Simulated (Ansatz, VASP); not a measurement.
## One calculation of CdSe, two programs

File INCAR:

```
SYSTEM = CdSe
ALGO = Normal
EDIFF = 1E-8
ENCUT = 520
GGA = PS
ISIF = 2
ISMEAR = -1
LASPH = .TRUE.
LCHARG = .FALSE.
LEFG = .TRUE.
LREAL = .FALSE.
LWAVE = .FALSE.
NBANDS = 26
NELM = 100
PREC = Accurate
SIGMA = 0.02
```

File KPOINTS:

```
k-points
0
G
  12 12 6
  0 0 0
```

POSCAR

```
CdSe
1.0
    4.2990000000      0.0000000000      0.0000000000
   -2.1495000000      3.7230432109      0.0000000000
    0.0000000000      0.0000000000      7.0100000000
Cd Se
2 2
Direct
    0.3333333333      0.6666666667      0.0004794859
    0.6666666667      0.3333333333      0.5004794859
    0.3333333333      0.6666666667      0.3763105141
    0.6666666667      0.3333333333      0.8763105141
```

Input for Ansatz:

```yaml
crystal:
  lattice:
    - [4.299, 0.0, 0.0]
    - [-2.1495, 3.7230432109, 0.0]
    - [0.0, 0.0, 7.01]
  atoms:
    - { symbol: Cd, position: [0.3333333333, 0.6666666667, 0.0004794859] }
    - { symbol: Cd, position: [0.6666666667, 0.3333333333, 0.5004794859] }
    - { symbol: Se, position: [0.3333333333, 0.6666666667, 0.3763105141] }
    - { symbol: Se, position: [0.6666666667, 0.3333333333, 0.8763105141] }
kpoints:
  mp_grid: { grid: [12, 12, 6] }
scf:
  occupations: { method: fermi_dirac, width: 0.02 }
hamiltonian:
  xc: pbesol
  pseudopotentials: { kind: paw }
output:
  forces: true
  stress: true
  populations: true
  efg: { contact_densities: true }
  write_density: true
  write_potential: true
  elf: true
  volumetric_format: npy
```

Alike in both runs: task electric field gradients; functional PBEsol; k mesh 12 × 12 × 6; occupations fermi-dirac, width 0.02 eV; no spin polarisation.

|  | VASP | Ansatz |
| --- | --- | --- |
| version | VASP 6.6.1 | Ansatz 0.2.0 |
| potentials or method | VASP PAW PBE potentials, release 64 (Cd, Se) | plane-wave PAW, scalar-relativistic |
| plane-wave cutoff (eV) | 520 | 420 |
| valence electrons in the cell | 36 | 72 |

```csv
,VASP,Ansatz,Ansatz less VASP
pressure (GPa),0.5,0.2,-0.35
size of Vzz on the site where it differs most (V/Å²),1.9,1.6,-0.34
```

VASP's potentials were made for PBE, not for PBEsol. VASP's potentials hold 36 valence electrons a cell and Ansatz's 72, so a difference there can come from the potentials and not from the codes.
